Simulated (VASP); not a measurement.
# Be2CdS2 (P6/mmm) in VASP: single point with PBE

Aim: the single point of Be2CdS2 with PBE.

Program: VASP 6.6.1. These are calculated values, not measurements. Logs are shortened: lines on timing, memory, paths and dates and some standing lists are left out, and cuts for length are marked.

## (1) The cell of the first run

It takes space group P6/mmm (No. 191, hexagonal). Conventional cell: a = 4.170 Å, b = 4.170 Å, c = 7.713 Å, α = 90.00°, β = 90.00°, γ = 120.00°. Be (site symmetry -6m2) has 3 Be at 2.41 Å and 3 Cd at 2.41 Å within 3.2 Å. Cd (site symmetry 6/mmm) has 6 Be at 2.41 Å and 2 S at 2.88 Å within 3.2 Å. S (site symmetry 6mm) has 1 S at 1.94 Å within 2.6 Å.

The cell was built from a structure type or drawn by symmetry, and may not be a known phase.

## (2) Single point, PBE

Input file INCAR:

```
ALGO = Normal
EDIFF = 1E-6
ENCUT = 600
GGA = PE
GGA_COMPAT = False
ISIF = 2
ISMEAR = 0
LASPH = True
LCHARG = False
LREAL = False
LWAVE = False
NBANDS = 26
NELM = 120
PREC = Accurate
SIGMA = 0.1
```

Input file KPOINTS:

```
k-points
0
Gamma
  12 12 6
```

Input file POSCAR:

```
Be2CdS2
1.0
    4.1698708919      0.0000000000      0.0000000000
   -2.0849354460      3.6112141229      0.0000000000
    0.0000000000      0.0000000000      7.7133495664
Be Cd S
2 1 2
Direct
    0.3333333333      0.6666666667      0.5000000000
    0.6666666667      0.3333333333      0.5000000000
    0.0000000000      0.0000000000      0.5000000000
    0.0000000000      0.0000000000      0.1260599905
    0.0000000000      0.0000000000      0.8739400095
```

Potentials or basis: VASP PAW PBE potentials, release 64 (Be, Cd_sv_GW, S).

Command:

```sh
> cat potpaw_PBE.64/Be/POTCAR potpaw_PBE.64/Cd_sv_GW/POTCAR potpaw_PBE.64/S/POTCAR > POTCAR
> mpirun -np 1 vasp_std > vasp.out
```

OUTCAR:

```text
EDIFF = 1E-6
   ENCUT = 600
   GGA = PE
   ISIF = 2
   ISMEAR = 0
   LASPH = True
   LREAL = False
   NELM = 120
   PREC = Accurate

 ion  position               nearest neighbor table
   1  0.333  0.667  0.500-   3 2.41   3 2.41   3 2.41
   2  0.667  0.333  0.500-   3 2.41   3 2.41   3 2.41
   3  0.000  0.000  0.500-   1 2.41   2 2.41   2 2.41   1 2.41   2 2.41   1 2.41
   4  0.000  0.000  0.126-   5 1.94
   5  0.000  0.000  0.874-   4 1.94

  LATTYP: Found a hexagonal cell.
 ALAT       =     4.1698708919
 C/A-ratio  =     1.8497813880

  Lattice vectors:

 A1 = (   4.1698708919,   0.0000000000,   0.0000000000)
 A2 = (  -2.0849354460,   3.6112141229,   0.0000000000)
 A3 = (   0.0000000000,   0.0000000000,   7.7133495664)

Analysis of symmetry for initial positions (statically):
=====================================================================
 Subroutine PRICEL returns:
 Original cell was already a primitive cell.

 Routine SETGRP: Setting up the symmetry group for a
 hexagonal supercell.

 Subroutine GETGRP returns: Found 24 space group operations
 (whereof 24 operations were pure point group operations)
 out of a pool of 24 trial point group operations.

The static configuration has the point symmetry D_6h.

Analysis of symmetry for dynamics (positions and initial velocities):
=====================================================================
 Subroutine PRICEL returns:
 Original cell was already a primitive cell.

 Routine SETGRP: Setting up the symmetry group for a
 hexagonal supercell.

 Subroutine GETGRP returns: Found 24 space group operations
 (whereof 24 operations were pure point group operations)
 out of a pool of 24 trial point group operations.

The dynamic configuration has the point symmetry D_6h.

 Subroutine INISYM returns: Found 24 space group operations
 (whereof 24 operations are pure point group operations),
 and found     1 'primitive' translations

----------------------------------------------------------------------------------------

                                     Primitive cell

  volume of cell :     116.1499

  direct lattice vectors                    reciprocal lattice vectors
     4.169870892  0.000000000  0.000000000     0.239815578  0.138457589  0.000000000
    -2.084935446  3.611214123  0.000000000     0.000000000  0.276915178  0.000000000
     0.000000000  0.000000000  7.713349566     0.000000000  0.000000000  0.129645362

  length of vectors
     4.169870892  4.169870892  7.713349566     0.276915178  0.276915178  0.129645362

  position of ions in fractional coordinates (direct lattice)
     0.333333333  0.666666667  0.500000000
     0.666666667  0.333333333  0.500000000
     0.000000000  0.000000000  0.500000000
     0.000000000  0.000000000  0.126059991
     0.000000000  0.000000000  0.873940009

  ion indices of the primitive-cell ions
   primitive index   ion index
                 1           1
                 2           2
                 3           3
                 4           4
                 5           5

----------------------------------------------------------------------------------------

 KPOINTS: k-points

Automatic generation of k-mesh.
 Grid dimensions read from file:
 generate k-points for:   12   12    6

 Generating k-lattice:

  Cartesian coordinates                     Fractional coordinates (reciprocal lattice)
     0.019984632  0.011538132  0.000000000     0.083333333  0.000000000  0.000000000
     0.000000000  0.023076265  0.000000000     0.000000000  0.083333333  0.000000000
     0.000000000  0.000000000  0.021607560     0.000000000  0.000000000  0.166666667

  Length of vectors
     0.023076265  0.023076265  0.021607560

  Shift w.r.t. Gamma in fractional coordinates (k-lattice)
     0.000000000  0.000000000  0.000000000

 Subroutine IBZKPT returns following result:
 ===========================================

 Found     76 irreducible k-points:

 Following reciprocal coordinates:
            Coordinates               Weight
  0.000000  0.000000  0.000000      1.000000
  0.083333 -0.000000  0.000000      6.000000
  0.166667 -0.000000  0.000000      6.000000
  0.250000  0.000000  0.000000      6.000000
  0.333333  0.000000  0.000000      6.000000
  0.416667 -0.000000  0.000000      6.000000
[... 16 lines left out ...]
  0.250000  0.000000  0.166667     12.000000
  0.333333  0.000000  0.166667     12.000000
 [... further k-points ...]
   k-points           NKPTS =     76   k-points in BZ     NKDIM =     76   number of bands    NBANDS=     26
   number of dos      NEDOS =    301   number of ions     NIONS =      5
   total plane-waves  NPLWV =  82944
   dimension x,y,z NGX =    36 NGY =   36 NGZ =   64
   dimension x,y,z NGXF=    72 NGYF=   72 NGZF=  128
   ions per type =               2   1   2
   NGX,Y,Z   is equivalent  to a cutoff of  14.35, 14.35, 13.79 a.u.
   NGXF,Y,Z  is equivalent  to a cutoff of  28.71, 28.71, 27.59 a.u.
 SYSTEM =  unknown system
   PREC   = accura    normal or accurate (medium, high low for compatibility)
   ISTART =      0    job   : 0-new  1-cont  2-samecut
   ICHARG =      2    charge: 1-file 2-atom 10-const
   ISPIN  =      1    spin polarized calculation?
   LNONCOLLINEAR =      F non collinear calculations
   LSORBIT =      F    spin-orbit coupling
   LASPH  =      T    aspherical Exc in radial PAW
   ENCUT  =  600.0 eV  44.10 Ry    6.64 a.u.   8.33  8.33 15.41*2*pi/ulx,y,z
   NELM   =    120;   NELMIN=  2; NELMDL= -5     # of ELM steps
   EDIFF  = 0.1E-05   stopping-criterion for ELM
   LREAL  =      F    real-space projection
   EDIFFG = 0.1E-04   stopping-criterion for IOM
   NSW    =      0    number of steps for IOM
   IBRION =     -1    ionic relax: 0-MD 1-quasi-New 2-CG
   NFREE  =      0    steps in history (QN), initial steepest desc. (CG)
   ISIF   =      2    stress and relaxation
   ISYM   =      2    0-nonsym 1-usesym 2-fastsym
   POTIM  = 0.5000    time-step for ionic-motion
   TEBEG  =    0.0;   TEEND  =   0.0 temperature during run
   PSTRESS=    0.0 pullay stress
   NELECT =      36.0000    total number of electrons
   NUPDOWN=      -1.0000    fix difference up-down
   EMIN   =  10.00;   EMAX   =-10.00  energy-range for DOS
   EFERMI =   0.00;   METHOD = LEGACY
   ISMEAR =     0;   SIGMA  =   0.10  broadening in eV -4-tet -1-fermi 0-gaus
   EFERMI_NEDOS =   21; number of points for ismear=-14 and -15
   IALGO  =     38    algorithm
   IMIX   =      4    mixing-type and parameters
     AMIX     =   0.40;   BMIX     =  1.00
     AMIX_MAG =   1.60;   BMIX_MAG =  1.00
  volume/ion in A,a.u.               =      23.23       156.76
  Fermi-wavevector in a.u.,A,eV,Ry     =   1.107905  2.093638 16.700533  1.227455
  Thomas-Fermi vector in A             =   2.244426
   LORBIT       =      0    0 simple, 1 ext, 2 COOP (PROOUT), +10 PAW based schemes
   GGA     = PE    functional components
   LHFCALC =     F    Hartree Fock is set to
   AEXX    =    0.0000 exact exchange contribution
   IVDW    =     0    specifies the selected vdW correction
   LEPSILON=     F    determine dielectric tensor
   LRPA    =     F    only Hartree local field effects (RPA)
 non-spin polarized calculation
 Gauss-broadening in eV      SIGMA  =   0.10
  energy-cutoff  :      600.00
  volume of cell :      116.15
 maximum number of plane-waves:      3903
 NGX is ok and might be reduce to    36
   NGX = 17   NGY = 17   NGZ = 31

 number of electron      35.9999989 magnetization

 Free energy of the ion-electron system (eV)
  ---------------------------------------------------
  ext. energy  EPLUGINS =         0.00000000
  ---------------------------------------------------
  free energy    TOTEN  =       -13.38101048 eV

  energy without entropy =      -13.36269470  energy(sigma->0) =      -13.37185259

 E-fermi :   2.0424     XC(G=0):  -8.3090

 val. band max:        2.0390485491   @ k =   0.3333   0.0833   0.0000
 cond. band min:       2.0619703011   @ k =   0.4167   0.1667   0.3333
 fundamental gap:      0.0229217520
 Fermi energy:         2.0423804466

 k-point     1 :       0.0000    0.0000    0.0000
  band No.  band energies     occupation
      1    -100.8700      2.00000
      2     -61.9028      2.00000
      3     -61.9028      2.00000
      4     -61.8773      2.00000
      5     -13.2896      2.00000
      6      -8.5072      2.00000
[... 18 lines left out ...]
     25       7.7952      0.00000
     26       9.3085      0.00000

 k-point     2 :       0.0833   -0.0000    0.0000
  band No.  band energies     occupation
      1    -100.8700      2.00000
      2     -61.9029      2.00000
      3     -61.9028      2.00000
      4     -61.8773      2.00000
      5     -13.2811      2.00000
      6      -8.4935      2.00000
[... 18 lines left out ...]
     25       7.9845      0.00000
     26       8.9102      0.00000

 k-point     3 :       0.1667   -0.0000    0.0000
  band No.  band energies     occupation
      1    -100.8700      2.00000
      2     -61.9030      2.00000
      3     -61.9029      2.00000
      4     -61.8773      2.00000
      5     -13.2575      2.00000
      6      -8.4555      2.00000
[... 18 lines left out ...]
     25       8.1301      0.00000
     26       8.5052      0.00000

 k-point     4 :       0.2500    0.0000    0.0000
  band No.  band energies     occupation
      1    -100.8700      2.00000
      2     -61.9030      2.00000
      3     -61.9029      2.00000
      4     -61.8773      2.00000
      5     -13.2249      2.00000
      6      -8.4021      2.00000
[... 18 lines left out ...]
     25       8.3051      0.00000
     26       8.9799      0.00000

 k-point     5 :       0.3333    0.0000    0.0000
  band No.  band energies     occupation
      1    -100.8700      2.00000
      2     -61.9030      2.00000
      3     -61.9030      2.00000
      4     -61.8773      2.00000
      5     -13.1919      2.00000
      6      -8.3469      2.00000
[... 18 lines left out ...]
     25       9.1738      0.00000
     26       9.6527      0.00000

 k-point     6 :       0.4167   -0.0000    0.0000
  band No.  band energies     occupation
      1    -100.8700      2.00000
      2     -61.9032      2.00000
      3     -61.9030      2.00000
      4     -61.8773      2.00000
      5     -13.1674      2.00000
      6      -8.3053      2.00000
[... 427 lines left out ...]
 k-point    21 :       0.0833   -0.0000    0.1667
  band No.  band energies     occupation
      1    -100.8700      2.00000
      2     -61.9029      2.00000
      3     -61.9029      2.00000
      4     -61.8773      2.00000
      5     -13.2784      2.00000
      6      -8.5497      2.00000
[... 18 lines left out ...]
     25       7.9885      0.00000
     26       8.8674      0.00000

 k-point    22 :       0.1667   -0.0000    0.1667
  band No.  band energies     occupation
      1    -100.8700      2.00000
      2     -61.9029      2.00000
      3     -61.9029      2.00000
      4     -61.8773      2.00000
      5     -13.2549      2.00000
      6      -8.5117      2.00000
[... 18 lines left out ...]
     25       8.0569      0.00000
     26       8.5349      0.00000

 k-point    23 :       0.2500    0.0000    0.1667
  band No.  band energies     occupation
      1    -100.8700      2.00000
      2     -61.9030      2.00000
      3     -61.9029      2.00000
      4     -61.8773      2.00000
      5     -13.2224      2.00000
      6      -8.4588      2.00000
[... 18 lines left out ...]
     25       8.3328      0.00000
     26       9.0783      0.00000

 k-point    24 :       0.3333    0.0000    0.1667
  band No.  band energies     occupation
      1    -100.8700      2.00000
      2     -61.9030      2.00000
      3     -61.9030      2.00000
      4     -61.8772      2.00000
      5     -13.1894      2.00000
      6      -8.4048      2.00000
[... 18 lines left out ...]
     25       9.3661      0.00000
     26       9.6846      0.00000

 [... further k-points ...]

------------------------ aborting loop because EDIFF is reached ----------------------------------------

  FORCE on cell =-STRESS in cart. coord.  units (eV):
  Direction    XX          YY          ZZ          XY          YZ          ZX
  --------------------------------------------------------------------------------------
  -------------------------------------------------------------------------------------
  Total       -0.0802493     -0.0802493     -0.4587850      0.0000000      0.0000000      0.0000000
  in kB       -1.1069633     -1.1069633     -6.3285025      0.0000000      0.0000000      0.0000000
  external PRESSURE =      -2.8474764 kB  Pullay stress =       0.0000000 kB

 VOLUME and BASIS-vectors are now :
 -----------------------------------------------------------------------------
  energy-cutoff  :      600.00
  volume of cell :      116.15
      direct lattice vectors                 reciprocal lattice vectors
     4.169870892  0.000000000  0.000000000     0.239815578  0.138457589  0.000000000
    -2.084935446  3.611214123  0.000000000     0.000000000  0.276915178  0.000000000
     0.000000000  0.000000000  7.713349566     0.000000000  0.000000000  0.129645362

 POSITION                                       TOTAL-FORCE (eV/Angst)
 -----------------------------------------------------------------------------------
     -0.00000      2.40748      3.85667        -0.000000     -0.000000      0.000000
      2.08494      1.20374      3.85667         0.000000      0.000000      0.000000
      0.00000      0.00000      3.85667         0.000000      0.000000      0.000000
      0.00000      0.00000      0.97234         0.000000     -0.000000     -0.191497
      0.00000      0.00000      6.74100         0.000000      0.000000      0.191497
 -----------------------------------------------------------------------------------
    total drift:                               -0.000000     -0.000000      0.000000

  FREE ENERGIE OF THE ION-ELECTRON SYSTEM (eV)
  ---------------------------------------------------
  free  energy   TOTEN  =       -13.3810104773 eV

  energy  without entropy=      -13.3626947009  energy(sigma->0) =      -13.37185259
```

Run time: 2.8 min. Hardware: 1 thread of AMD EPYC 9R45 (Zen 5), shared host; peak memory 0.47 GiB.

Results:

* Free energy: -13.3810 eV
* Pressure: -0.3 GPa
* Largest force: 0.191 eV/Å
* Band gap on the k mesh: zero (bands 18 and 19 overlap by 1.36 eV)

Forces in eV/Å, atoms in the order of the input:
```
Be   0.000  0.000  0.000
Be   0.000  0.000  0.000
Cd   0.000  0.000  0.000
S    0.000  0.000 -0.191
S    0.000  0.000  0.191
```

Levels at points of the mesh, in eV from the Fermi level:
| k point | band 16 | band 17 | band 18 | band 19 | band 20 | band 21 |
| --- | --- | --- | --- | --- | --- | --- |
| (0.00, 0.00, 0.00) | -0.89 | 0.31 | 0.31 | 2.45 | 2.45 | 2.71 |
| (0.50, 0.00, 0.00) | -2.86 | -1.18 | -1.06 | 0.04 | 1.41 | 2.98 |
| (0.00, 0.00, 0.50) | 0.14 | 0.14 | 0.34 | 2.45 | 2.45 | 2.98 |
| (0.50, 0.00, 0.50) | -3.12 | -1.37 | -0.58 | 0.35 | 2.14 | 2.96 |
